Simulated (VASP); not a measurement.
# Al: relaxation of cell and atoms with BLYP

Al:

```
Al
1.0
     0.00000    2.02479    2.02479
     2.02479    0.00000    2.02479
     2.02479    2.02479    0.00000
Al
1
Direct
  0.00000 0.00000 0.00000
```

- Program: VASP 6.6.1
- Task: relaxation of cell and atoms
- Functional: BLYP
- Potentials or basis: VASP PAW PBE potentials, release 64 (Al)
- Cutoff: 600 eV
- k mesh: 13 × 13 × 13
- Occupations: fermi-dirac, width 0.1 eV
- Spin: no spin polarisation
- Dipole correction: no
- Further INCAR settings: ALGO = Normal; EDIFF = 1e-06; IBRION = 2; EDIFFG = -0.01; NSW = 80; ISIF = 3

| Quantity | Value |
| --- | --- |
| Relaxed volume | 17.42 Å³/atom |
| Relaxed cell | a = 2.909 Å, b = 2.909 Å, c = 2.909 Å, α = 60.00°, β = 60.00°, γ = 60.00° |
| Space group after relaxing (to 0.05 Å) | Fm-3m (No. 225) |
| Energy gained by relaxing | 7.3 meV/atom |
| Ionic steps | 3 |
| Pressure after relaxing | 0.0 GPa |

Step by step:
```tsv
step	energy change (eV)	largest force (eV/Å)	pressure (GPa)	volume (Å³)
1	0.0000	0.0000	3.02	16.60
2	-0.0073	0.0000	0.16	17.37
3	-0.0073	0.0000	0.01	17.42
```

Final structure:
```
Al
1.0
     0.00000    2.05731    2.05731
     2.05731    0.00000    2.05731
     2.05731    2.05731    0.00000
Al
1
Direct
  0.00000 0.00000 0.00000
```

Levels at points of the mesh, in eV from the Fermi level:
| k point | band 1 | band 2 | band 3 | band 4 | band 5 |
| --- | --- | --- | --- | --- | --- |
| (0.00, 0.00, 0.00) | -10.68 | 12.35 | 12.35 | 12.35 | 13.27 |

Run time: 7.4 s on 1 thread of Intel(R) Xeon(R) 6975P-C (Granite Rapids) (shared host), peak memory 0.13 GiB.

Caveat: the PAW data sets were made with another functional, which shifts forces and pressure a little. Zero-point motion and thermal expansion aren't in these numbers.
